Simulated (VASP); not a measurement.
A run of VASP 6.6.1 is set up as follows.

INCAR

```
  PREC = Accurate
  ENCUT = 500
  EDIFF = 1E-6
  ISMEAR = 0
  SIGMA = 0.2
  LREAL = F
  LASPH = T
  NELM = 200
  ALGO = Normal
  ISIF = 2
  LWAVE = F
  LCHARG = T
  GGA = PE
  LELF = T
  LVHAR = T
  NBANDS = 30
  GGA_COMPAT = F
  LMAXMIX = 6
```

File KPOINTS:

```
Automatic mesh
0
Gamma
  2 2 6
```

File POSCAR:

```
Er4Br
1.0
    7.6661681207      0.0000000000      0.0000000000
    0.0000000000      7.6661681207      0.0000000000
    0.0000000000      0.0000000000      3.1214359635
Er Br
4 1
Direct
    0.2070928667      0.5000000000      0.5000000000
    0.7929071333      0.5000000000      0.5000000000
    0.5000000000      0.2070928667      0.5000000000
    0.5000000000      0.7929071333      0.5000000000
    0.0000000000      0.0000000000      0.5000000000
```

Potentials or basis: VASP PAW PBE potentials, release 64 (Er_3, Br), 4f in core.

Launch:

```sh
$ cat potpaw_PBE.64/Er_3/POTCAR potpaw_PBE.64/Br/POTCAR > POTCAR
$ mpirun -np 1 vasp_std > vasp.out
```

Problem. What does it give for the band gap on the k mesh?

Solution. Zero (an odd number of electrons rules out a gap without spin polarisation).

Problem. Estimate the pressure.

Solution. 0.3 GPa.

Stress tensor (GPa, compression positive):
```
0.11 0.00 0.00
0.00 0.11 0.00
0.00 0.00 0.56
```

Caveat: the k points lie up to 0.41 Å⁻¹ apart, too coarse for converged energies and pressures of a metal; spin-orbit coupling is left out, which moves the levels of the heavy elements; the 4f electrons are frozen in the core, so they carry no moment and show no levels; an odd number of electrons without spin polarisation forces a metal; a magnetic or distorted state may lie lower; the run has no spin polarisation, though such a crystal can be magnetic. Spin polarisation is off, so any magnetic state and its effect on volume and gap are missing.
